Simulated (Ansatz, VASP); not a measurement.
## One calculation of Ge, two programs

```
Ge
1.0
     4.01278    0.00000    0.00000
     2.00639    3.47517    0.00000
     2.00639    1.15839    3.27642
Ge
2
Direct
  0.00000 0.00000 0.00000
  0.25000 0.25000 0.25000
```

Alike in both runs: functional revPBE; dispersion D3(BJ); k mesh 6 × 6 × 6; no spin polarisation.

Ansatz relaxed the structure, and its values are those at the end. VASP's run is a single point on that final structure, the one shown.

|  | VASP | Ansatz |
| --- | --- | --- |
| version | VASP 6.6.1 | Ansatz 0.2.0 |
| potentials or method | VASP PAW PBE potentials, release 64 (Ge_d) | plane waves, PAW |
| plane-wave cutoff (eV) | 500 | 420 |
| occupations | gaussian, width 0.01 eV | fixed |
| valence electrons in the cell | 28 | 28 |

Ansatz gave:

```
pressure (GPa) : 0.0
```

Problem. What did VASP give for the same quantities?

Solution. Pressure (GPa): -0.2.

VASP's potentials were made for PBE, not for revPBE.
